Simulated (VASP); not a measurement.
Ge: single point with r2SCAN

Ge:

```
CELL_PARAMETERS angstrom
1.39715 -2.60052 0.00000
1.39715 2.60052 0.00000
0.00000 0.00000 2.69823
ATOMIC_POSITIONS crystal
Ge 0.50000 0.50000 0.00000
```

```
Program             : VASP 6.6.1
Task                : single point
Functional          : r2SCAN
Potentials or basis : VASP PAW PBE potentials, release 64 (Ge_d)
Cutoff              : 520 eV
k mesh              : 22 × 22 × 20
Occupations         : gaussian, width 0.15 eV
Spin                : no spin polarisation
```

* Pressure: -3.4 GPa
* Band gap on the k mesh: zero (band 7 reaches 13.25 eV, above the bottom of band 8 at 3.08 eV)

Stress tensor (GPa, compression positive):
```
-1.86  0.00  0.00
 0.00 -4.28  0.00
 0.00  0.00 -3.98
```

Levels at points of the mesh, in eV from the Fermi level:
| k point | band 4 | band 5 | band 6 | band 7 | band 8 | band 9 | band 10 | band 11 |
| --- | --- | --- | --- | --- | --- | --- | --- | --- |
| (0.00, 0.00, 0.00) | -25.26 | -25.24 | -13.50 | 6.99 | 7.51 | 9.10 | 10.57 | 13.27 |
| (0.50, 0.00, 0.00) | -25.27 | -25.27 | -8.13 | -5.57 | 3.61 | 7.93 | 11.10 | 17.51 |
| (0.50, 0.50, 0.00) | -25.28 | -25.25 | -9.05 | -5.79 | 5.49 | 9.64 | 10.39 | 16.75 |
| (0.00, 0.00, 0.50) | -25.31 | -25.28 | -9.55 | -5.92 | 10.56 | 12.15 | 16.74 | 17.29 |
| (0.50, 0.00, 0.50) | -25.27 | -25.17 | -3.66 | -2.48 | -1.77 | 4.12 | 6.65 | 12.19 |
| (0.50, 0.50, 0.50) | -25.28 | -25.19 | -4.70 | -2.64 | -2.44 | 3.74 | 8.55 | 14.09 |

Run time: 8.2 min on 1 thread of Intel(R) Xeon(R) Platinum 8259CL CPU @ 2.50GHz (Skylake/Cascade Lake) (shared host), peak memory 0.43 GiB.

Caveat: the PAW data sets were made with another functional, which shifts forces and pressure a little.
